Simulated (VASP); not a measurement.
Al3VF, 5 atoms in the cell. Symmetry: Immm, No. 71, orthorhombic system. The conventional cell has a = 4.833 Å, b = 4.979 Å, c = 6.370 Å, α = 90.00°, β = 90.00°, γ = 90.00°. Al (site symmetry mm2) has 1 F at 1.93 Å and 1 Al at 2.51 Å within 2.6 Å. Within 3.3 Å of Al (site symmetry mmm) lie 2 F at 2.49 Å and 8 Al at 2.72 to 3.15 Å and 2 V at 3.18 Å. Within 3.2 Å of V (site symmetry mmm) lie 2 F at 2.42 Å and 10 Al at 2.79 to 3.18 Å. Within 2.6 Å of F (site symmetry mmm) lie 4 Al at 1.93 to 2.49 Å and 2 V at 2.42 Å. The cell was built from a structure type or drawn by symmetry, and may not be a known phase.

| Quantity | Value |
| --- | --- |
| Program | VASP 6.6.1 |
| Task | single point |
| Functional | PBE |
| Potentials or basis | VASP PAW PBE potentials, release 64 (Al, V_sv, F) |
| Cutoff | 600 eV |
| k mesh | 6 × 6 × 6 |
| Occupations | gaussian, width 0.1 eV |
| Spin | collinear spin, ferromagnetic start |
| Starting moments | [0.0, 0.0, 0.0, 2.0, 0.0] μB |
| Dipole correction | no |
| Further INCAR settings | ALGO = Normal; EDIFF = 1e-06; NBANDS = 26 |

Potentials or basis: VASP PAW PBE potentials, release 64 (Al, V_sv, F).

Run with:

```sh
$ cat potpaw_PBE.64/Al/POTCAR potpaw_PBE.64/V_sv/POTCAR potpaw_PBE.64/F/POTCAR > POTCAR
$ mpirun -np 1 vasp_std > vasp.out
```

Hardware: 1 thread of Intel(R) Xeon(R) Platinum 8488C (Sapphire Rapids), on a shared host.

Task: Estimate the wall time of this run.

Result: Wall time 4.8 min on 1 thread of Intel(R) Xeon(R) Platinum 8488C (Sapphire Rapids), on a shared host, peak memory 0.4 GiB. Counts: scf iterations 17, k points 46.
